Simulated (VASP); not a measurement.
A run of VASP 6.6.1 is set up as follows.

File INCAR:

```
SYSTEM = GaSb
  PREC = Accurate
  ENCUT = 520
  EDIFF = 1E-6
  ISMEAR = 0
  SIGMA = 0.15
  LREAL = .FALSE.
  LASPH = .TRUE.
  NELM = 80
  ALGO = Normal
  ISIF = 2
  LWAVE = .FALSE.
  LCHARG = .FALSE.
  GGA = PE
  NBANDS = 16
```

File KPOINTS:

```
Automatic mesh
0
G
  16 16 16
  0 0 0
```

Contents of POSCAR:

```
GaSb
1.0
   -2.6968000000      2.6968000000      1.6602000000
    2.6968000000     -2.6968000000      1.6602000000
    2.6968000000      2.6968000000     -1.6602000000
Ga Sb
1 1
Direct
    0.2500000000      0.7500000000      0.5000000000
    0.0000000000      0.0000000000      0.0000000000
```

Potentials or basis: VASP PAW PBE potentials, release 64 (Ga_d, Sb).

Run with:

```console
$ cat potpaw_PBE.64/Ga_d/POTCAR potpaw_PBE.64/Sb/POTCAR > POTCAR
$ mpirun -np 1 vasp_std > vasp.out
```

Problem. Predict the pressure.

Solution. 0.8 GPa.

Problem. Predict the band gap on the k mesh.

Solution. Zero (bands 9 and 10 overlap by 4.98 eV).

Stress tensor (GPa, compression positive):
```
 1.92  0.00  0.00
 0.00  1.92  0.00
 0.00  0.00 -1.57
```

Caveat: spin-orbit coupling is left out, which moves the levels of the heavy elements.
